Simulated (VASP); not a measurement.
# H15C2NO6 in VASP: further runs

The runs below take H15C2NO6 through single point, with PBE.

Program: VASP 6.6.1. These are calculated values, not measurements. Logs are shortened: lines on timing, memory, paths and dates and some standing lists are left out, and cuts for length are marked.

## (1) The cell of the first run

The cell holds an amorphous packing of atoms, 24 atoms: a = 6.439 Å, b = 6.439 Å, c = 6.439 Å, α = 90.00°, β = 90.00°, γ = 90.00°.

## (2) Single point, PBE

INCAR

```
SYSTEM = H15C2NO6
  PREC = Accurate
  ENCUT = 520
  EDIFF = 1E-6
  ISMEAR = -1
  SIGMA = 0.05
  LREAL = Auto
  LASPH = .TRUE.
  NELM = 100
  ALGO = Normal
  ISIF = 2
  LWAVE = .FALSE.
  LCHARG = .TRUE.
  GGA = PE
  LELF = .TRUE.
  LVHAR = .TRUE.
  NBANDS = 50
```

KPOINTS

```
regular mesh
0
G
  1 1 1
  0 0 0
```

POSCAR

```
H15C2NO6
1.0
    6.4392770000      0.0000000000      0.0000000000
    0.0000000000      6.4392770000      0.0000000000
    0.0000000000      0.0000000000      6.4392770000
O H C N
6 15 2 1
Direct
    0.6243092198      0.0943894788      0.7763449220
    0.4378597162      0.2582122185      0.2500435996
    0.3862700735      0.6624190884      0.7465744990
    0.1369408398      0.4947915737      0.4127637311
    0.7597281496      0.4163200310      0.5727661661
    0.3892828341      0.8250771010      0.3171318768
    0.6726376269      0.0765769200      0.9143107215
    0.6981995028      0.2082066046      0.7051878650
    0.4548181419      0.2637407895      0.1022785633
    0.4167393327      0.1046080173      0.2534446026
    0.4201713950      0.8100754169      0.6975317260
    0.5173096296      0.5965576570      0.7254230560
    0.1825515504      0.5295314986      0.5572054130
    0.2455089290      0.4212429439      0.3622922263
    0.6559742654      0.3670598423      0.4599895299
    0.8753622495      0.4760472333      0.4693384055
    0.2765527869      0.7847154269      0.2258638664
    0.5172630406      0.7545101725      0.2988223678
    0.0761576183      0.3012605297      0.8420355267
    0.2689277073      0.1128698144      0.7906167105
    0.0372557354      0.1058969819      0.6606642330
    0.1084904408      0.1362109442      0.8008663084
    0.0158402877      0.0031991169      0.9641299792
   -0.0066311792     -0.1143917244      1.0976853457
```

Potentials or basis: VASP PAW PBE potentials, release 64 (O, H, C, N).

Started as:

```sh
$ cat potpaw_PBE.64/O/POTCAR potpaw_PBE.64/H/POTCAR potpaw_PBE.64/C/POTCAR potpaw_PBE.64/N/POTCAR > POTCAR
$ mpirun -np 1 vasp_gam > vasp.out
```

OUTCAR:

```text
SYSTEM = H15C2NO6
   PREC = Accurate
   ENCUT = 520
   EDIFF = 1E-6
   ISMEAR = -1
   LREAL = Auto
   LASPH = .TRUE.
   NELM = 100
   ISIF = 2
   GGA = PE

 ion  position               nearest neighbor table
   1  0.624  0.094  0.776-   7 0.95   8 0.99
   2  0.438  0.258  0.250-   9 0.96  10 1.00
   3  0.386  0.662  0.747-  12 0.95  11 1.03
   4  0.137  0.495  0.413-  14 0.90  13 1.00
   5  0.760  0.416  0.573-  15 1.04  16 1.07
   6  0.389  0.825  0.317-  18 0.95  17 0.97
   7  0.673  0.077  0.914-   1 0.95
   8  0.698  0.208  0.705-   1 0.99
   9  0.455  0.264  0.102-   2 0.96
  10  0.417  0.105  0.253-   2 1.00
  11  0.420  0.810  0.698-   3 1.03
  12  0.517  0.597  0.725-   3 0.95
  13  0.183  0.530  0.557-   4 1.00
  14  0.246  0.421  0.362-   4 0.90
  15  0.656  0.367  0.460-   5 1.04
  16  0.875  0.476  0.469-   5 1.07
  17  0.277  0.785  0.226-   6 0.97
  18  0.517  0.755  0.299-   6 0.95
  19  0.076  0.301  0.842-  22 1.11
  20  0.269  0.113  0.791-  22 1.05
  21  0.037  0.106  0.661-  22 1.03
  22  0.108  0.136  0.801-  21 1.03  20 1.05  19 1.11  23 1.48
  23  0.016  0.003  0.964-  24 1.15  22 1.48
  24  0.993  0.886  0.098-  23 1.15

  LATTYP: Found a simple cubic cell.
 ALAT       =     6.4392770000

  Lattice vectors:

 A1 = (   6.4392770000,   0.0000000000,   0.0000000000)
 A2 = (   0.0000000000,   6.4392770000,   0.0000000000)
 A3 = (   0.0000000000,   0.0000000000,   6.4392770000)

Analysis of symmetry for initial positions (statically):
=====================================================================
 Subroutine PRICEL returns:
 Original cell was already a primitive cell.

 Routine SETGRP: Setting up the symmetry group for a
 simple cubic supercell.

 Subroutine GETGRP returns: Found  1 space group operations
 (whereof  1 operations were pure point group operations)
 out of a pool of 48 trial point group operations.

The static configuration has the point symmetry C_1 .

Analysis of symmetry for dynamics (positions and initial velocities):
=====================================================================
 Subroutine PRICEL returns:
 Original cell was already a primitive cell.

 Routine SETGRP: Setting up the symmetry group for a
 simple cubic supercell.

 Subroutine GETGRP returns: Found  1 space group operations
 (whereof  1 operations were pure point group operations)
 out of a pool of 48 trial point group operations.

The dynamic configuration has the point symmetry C_1 .

 Subroutine INISYM returns: Found  1 space group operations
 (whereof  1 operations are pure point group operations),
 and found     1 'primitive' translations

----------------------------------------------------------------------------------------

                                     Primitive cell

  volume of cell :     267.0000

  direct lattice vectors                    reciprocal lattice vectors
     6.439277000  0.000000000  0.000000000     0.155296938  0.000000000  0.000000000
     0.000000000  6.439277000  0.000000000     0.000000000  0.155296938  0.000000000
     0.000000000  0.000000000  6.439277000     0.000000000  0.000000000  0.155296938

  length of vectors
     6.439277000  6.439277000  6.439277000     0.155296938  0.155296938  0.155296938

  position of ions in fractional coordinates (direct lattice)
     0.624309220  0.094389479  0.776344922
     0.437859716  0.258212218  0.250043600
     0.386270074  0.662419088  0.746574499
     0.136940840  0.494791574  0.412763731
     0.759728150  0.416320031  0.572766166
     0.389282834  0.825077101  0.317131877
[... 16 lines left out ...]
     0.015840288  0.003199117  0.964129979
     0.993368821  0.885608276  0.097685346

  ion indices of the primitive-cell ions
   primitive index   ion index
                 1           1
                 2           2
                 3           3
                 4           4
                 5           5
                 6           6
[... 16 lines left out ...]
                23          23
                24          24

----------------------------------------------------------------------------------------

 KPOINTS: regular mesh

Automatic generation of k-mesh.
 Grid dimensions read from file:
 generate k-points for:    1    1    1

 Generating k-lattice:

  Cartesian coordinates                     Fractional coordinates (reciprocal lattice)
     0.155296938  0.000000000  0.000000000     1.000000000  0.000000000  0.000000000
     0.000000000  0.155296938  0.000000000     0.000000000  1.000000000  0.000000000
     0.000000000  0.000000000  0.155296938     0.000000000  0.000000000  1.000000000

  Length of vectors
     0.155296938  0.155296938  0.155296938

  Shift w.r.t. Gamma in fractional coordinates (k-lattice)
     0.000000000  0.000000000  0.000000000

 Subroutine IBZKPT returns following result:
 ===========================================

 Found      1 irreducible k-points:

 Following reciprocal coordinates:
            Coordinates               Weight
  0.000000  0.000000  0.000000      1.000000
   k-points           NKPTS =      1   k-points in BZ     NKDIM =      1   number of bands    NBANDS=     50
   number of dos      NEDOS =    301   number of ions     NIONS =     24
   total plane-waves  NPLWV = 110592
   dimension x,y,z NGX =    48 NGY =   48 NGZ =   48
   dimension x,y,z NGXF=    96 NGYF=   96 NGZF=   96
   ions per type =               6  15   2   1
   NGX,Y,Z   is equivalent  to a cutoff of  12.39, 12.39, 12.39 a.u.
   NGXF,Y,Z  is equivalent  to a cutoff of  24.78, 24.78, 24.78 a.u.
 SYSTEM =  H15C2NO6
   PREC   = accura    normal or accurate (medium, high low for compatibility)
   ISTART =      0    job   : 0-new  1-cont  2-samecut
   ICHARG =      2    charge: 1-file 2-atom 10-const
   ISPIN  =      1    spin polarized calculation?
   LNONCOLLINEAR =      F non collinear calculations
   LSORBIT =      F    spin-orbit coupling
   LASPH  =      T    aspherical Exc in radial PAW
   ENCUT  =  520.0 eV  38.22 Ry    6.18 a.u.  11.97 11.97 11.97*2*pi/ulx,y,z
   NELM   =    100;   NELMIN=  2; NELMDL= -5     # of ELM steps
   EDIFF  = 0.1E-05   stopping-criterion for ELM
   LREAL  =      T    real-space projection
   EDIFFG = 0.1E-04   stopping-criterion for IOM
   NSW    =      0    number of steps for IOM
   IBRION =     -1    ionic relax: 0-MD 1-quasi-New 2-CG
   NFREE  =      0    steps in history (QN), initial steepest desc. (CG)
   ISIF   =      2    stress and relaxation
   ISYM   =      2    0-nonsym 1-usesym 2-fastsym
   POTIM  = 0.5000    time-step for ionic-motion
   TEBEG  =    0.0;   TEEND  =   0.0 temperature during run
   PSTRESS=    0.0 pullay stress
   NELECT =      64.0000    total number of electrons
   NUPDOWN=      -1.0000    fix difference up-down
   EMIN   =  10.00;   EMAX   =-10.00  energy-range for DOS
   EFERMI =   0.00;   METHOD = LEGACY
   ISMEAR =    -1;   SIGMA  =   0.05  broadening in eV -4-tet -1-fermi 0-gaus
   EFERMI_NEDOS =   21; number of points for ismear=-14 and -15
   IALGO  =     38    algorithm
   IMIX   =      4    mixing-type and parameters
     AMIX     =   0.40;   BMIX     =  1.00
     AMIX_MAG =   1.60;   BMIX_MAG =  1.00
  volume/ion in A,a.u.               =      11.13        75.08
  Fermi-wavevector in a.u.,A,eV,Ry     =   1.016946  1.921748 14.070850  1.034178
  Thomas-Fermi vector in A             =   2.150318
   LORBIT       =      0    0 simple, 1 ext, 2 COOP (PROOUT), +10 PAW based schemes
   GGA     = PE    functional components
   LHFCALC =     F    Hartree Fock is set to
   AEXX    =    0.0000 exact exchange contribution
   IVDW    =     0    specifies the selected vdW correction
   LEPSILON=     F    determine dielectric tensor
   LRPA    =     F    only Hartree local field effects (RPA)
 non-spin polarized calculation
  energy-cutoff  :      520.00
  volume of cell :      267.00
 maximum number of plane-waves:      3562
 NGX is ok and might be reduce to    48
   NGX = 23   NGY = 23   NGZ = 23

 number of electron      63.9999992 magnetization

 Free energy of the ion-electron system (eV)
  ---------------------------------------------------
  ext. energy  EPLUGINS =         0.00000000
  ---------------------------------------------------
  free energy    TOTEN  =      -122.96918108 eV

  energy without entropy =     -122.96918108  energy(sigma->0) =     -122.96918108

 E-fermi :  -2.1445     XC(G=0):  -6.6044

 val. band max:       -3.3961786858   @ k =   0.0000   0.0000   0.0000
 cond. band min:       1.0266062820   @ k =   0.0000   0.0000   0.0000
 fundamental gap:      4.4227849677
 Fermi energy:        -2.1445188178

 k-point     1 :       0.0000    0.0000    0.0000
  band No.  band energies     occupation
      1     -22.8538      2.00000
      2     -22.2125      2.00000
      3     -22.1594      2.00000
      4     -21.9602      2.00000
      5     -21.6901      2.00000
      6     -21.3916      2.00000
[... 36 lines left out ...]
     43       6.1195      0.00000
     44       6.3867      0.00000
 [bands above 44 left out]

------------------------ aborting loop because EDIFF is reached ----------------------------------------

  FORCE on cell =-STRESS in cart. coord.  units (eV):
  Direction    XX          YY          ZZ          XY          YZ          ZX
  --------------------------------------------------------------------------------------
  -------------------------------------------------------------------------------------
  Total        6.8870684      1.6017979      2.4418192     -4.1809430     -0.2490051     -0.2661644
  in kB       41.3269789      9.6118500     14.6525350    -25.0884314     -1.4941957     -1.5971628
  external PRESSURE =      21.8637880 kB  Pullay stress =       0.0000000 kB

 VOLUME and BASIS-vectors are now :
 -----------------------------------------------------------------------------
  energy-cutoff  :      520.00
  volume of cell :      267.00
      direct lattice vectors                 reciprocal lattice vectors
     6.439277000  0.000000000  0.000000000     0.155296938  0.000000000  0.000000000
     0.000000000  6.439277000  0.000000000     0.000000000  0.155296938  0.000000000
     0.000000000  0.000000000  6.439277000     0.000000000  0.000000000  0.155296938

 POSITION                                       TOTAL-FORCE (eV/Angst)
 -----------------------------------------------------------------------------------
      4.02010      0.60780      4.99910        -1.247603     -0.441030     -0.930585
      2.81950      1.66270      1.61010         0.202840     -1.037117      0.011916
      2.48730      4.26550      4.80740        -0.584074      2.219252     -0.133289
      0.88180      3.18610      2.65790        -3.741824      2.574283      2.852570
      4.89210      2.68080      3.68820        -0.371454      0.611341     -3.525962
      2.50670      5.31290      2.04210        -0.450450      2.160708      0.554870
[... 16 lines left out ...]
      0.10200      0.02060      6.20830         1.927923      1.030209     -1.529302
      6.39658      5.70268      0.62902        -0.888698     -0.790520      1.058047
 -----------------------------------------------------------------------------------
    total drift:                               -0.011316     -0.005775      0.014112

  FREE ENERGIE OF THE ION-ELECTRON SYSTEM (eV)
  ---------------------------------------------------
  free  energy   TOTEN  =      -122.9691810803 eV

  energy  without entropy=     -122.9691810803  energy(sigma->0) =     -122.96918108
```

Run time: 34 s. Hardware: 1 thread of AMD EPYC 7R13 (Zen 3), shared host; peak memory 0.27 GiB.

Results:

```
Free energy            : -122.9692 eV
Pressure               : 2.2 GPa
Largest force          : 5.363 eV/Å
Band gap on the k mesh : 4.42 eV
```

Forces on the atoms (eV/Å):
```
O   -1.248 -0.441 -0.931
O    0.203 -1.037  0.012
O   -0.584  2.219 -0.133
O   -3.742  2.574  2.853
O   -0.371  0.611 -3.526
O   -0.450  2.161  0.555
H    0.660 -0.093  0.925
H    0.286  0.193  0.262
H    0.251  0.977 -1.054
H   -0.041 -0.154  1.151
H   -0.500 -1.741  0.523
H    1.193 -0.773 -0.235
H    0.006  0.318 -0.824
H    3.305 -2.704 -2.034
H    0.933  0.475  1.333
H   -0.760 -1.152  1.828
H    0.044 -0.647 -0.136
H    0.626 -0.822 -0.614
H    0.143 -0.381 -0.172
H    1.642 -0.327  0.055
H   -1.029 -0.405 -2.250
C   -1.605  0.910  2.884
C    1.928  1.030 -1.529
N   -0.889 -0.791  1.058
```

Stress tensor (GPa, compression positive):
```
 4.13 -2.51 -0.16
-2.51  0.96 -0.15
-0.16 -0.15  1.47
```

Caveat: the k points lie up to 0.98 Å⁻¹ apart.

## (3) Single point, PBE

INCAR

```
  PREC = Accurate
  ENCUT = 520
  EDIFF = 1E-6
  ISMEAR = -1
  SIGMA = 0.05
  LREAL = Auto
  LASPH = True
  NELM = 60
  ALGO = Normal
  ISIF = 2
  LWAVE = False
  LCHARG = False
  GGA = PE
  NBANDS = 50
```

KPOINTS

```
regular mesh
0
Gamma
  1 1 1
```

POSCAR

```
H15C2NO6
1.0
    6.4392770000      0.0000000000      0.0000000000
    0.0000000000      6.4392770000      0.0000000000
    0.0000000000      0.0000000000      6.4392770000
O H C N
6 15 2 1
Direct
    0.5931721838      0.1678294007      0.8184769812
    0.5232109133      0.2518605738      0.1897573283
    0.4166927436      0.6372920438      0.8158990520
    0.1244239066      0.4917943427      0.4006660996
    0.6772654756      0.4443511282      0.4904277297
    0.4217398941      0.8791980839      0.2611783901
    0.7116948067      0.0777416471      0.7993754578
    0.5989647596      0.2661013030      0.6976404339
    0.5326219077      0.2267645886      0.0400821397
    0.4829890064      0.1133667646      0.2660236545
    0.4765441835      0.7686887829      0.8234930723
    0.4985031705      0.5699863510      0.7099399513
    0.1777684047      0.4978664530      0.5412098284
    0.2203974142      0.4173294611      0.3284374938
    0.6524490249      0.3539217213      0.3730077150
    0.8045934349      0.4965308994      0.4414470755
    0.2706825627      0.8377648609      0.2778262218
    0.4799141270      0.7532212079      0.3317297889
    0.1132269974      0.1883130668      0.8182595655
    0.3002821590     -0.0269440187      0.8347521003
    0.0540433344     -0.0704426910      0.6936027135
    0.1306979029      0.0197382408      0.8236328395
    0.0371470275     -0.0423339453      1.0180335463
   -0.0777105877     -0.0501609109      1.1579405576
```

Potentials or basis: VASP PAW PBE potentials, release 64 (O, H, C, N).

Started as:

```sh
$ cat potpaw_PBE.64/O/POTCAR potpaw_PBE.64/H/POTCAR potpaw_PBE.64/C/POTCAR potpaw_PBE.64/N/POTCAR > POTCAR
$ mpirun -np 1 vasp_gam > vasp.out
```

It took 32 s on 1 thread of AMD EPYC 7R13 (Zen 3), shared host; peak memory 0.27 GiB.

The run converged. Its results:

```yaml
Free_energy: -122.8769 eV
Pressure: 2.5 GPa
Largest_force: 4.311 eV/Å
Band_gap_on_the_k_mesh: 4.22 eV
```

Forces in eV/Å, atoms in the order of the input:
```
O   -0.013  0.244 -1.601
O   -1.110 -0.755  2.451
O   -1.278 -2.037 -0.049
O   -2.714  2.251  2.028
O   -1.038  0.404  1.831
O   -1.625 -2.419  1.337
H    0.198  0.008  0.124
H    0.430 -0.374  0.511
H    0.299 -0.204 -0.093
H    0.603  1.472 -1.694
H    0.959  2.075  0.392
H    0.535 -0.385 -0.568
H    0.071  0.151  0.275
H    2.828 -2.238 -2.362
H   -1.328 -1.059 -1.631
H    2.193  1.029  0.080
H    1.055  0.716 -0.341
H    0.335  0.936 -0.581
H    0.074  0.154 -0.461
H   -1.326  0.752 -0.533
H    0.520  0.763  0.462
C    1.108 -1.581  0.198
C   -1.068  0.682 -0.266
N    0.293 -0.584  0.493
```

Stress tensor (GPa, compression positive):
```
 2.45  0.10 -0.95
 0.10  2.59  2.38
-0.95  2.38  2.34
```

Levels at points of the mesh, in eV from the valence-band top:
| k point | band 28 | band 29 | band 30 | band 31 | band 32 | band 33 | band 34 | band 35 | band 36 | band 37 |
| --- | --- | --- | --- | --- | --- | --- | --- | --- | --- | --- |
| (0.00, 0.00, 0.00) | -1.31 | -1.12 | -0.83 | -0.65 | 0.00 | 4.22 | 5.51 | 5.90 | 7.01 | 7.27 |

Caveat: the k points lie up to 0.98 Å⁻¹ apart.

(Part 1 of 3 ends here.)
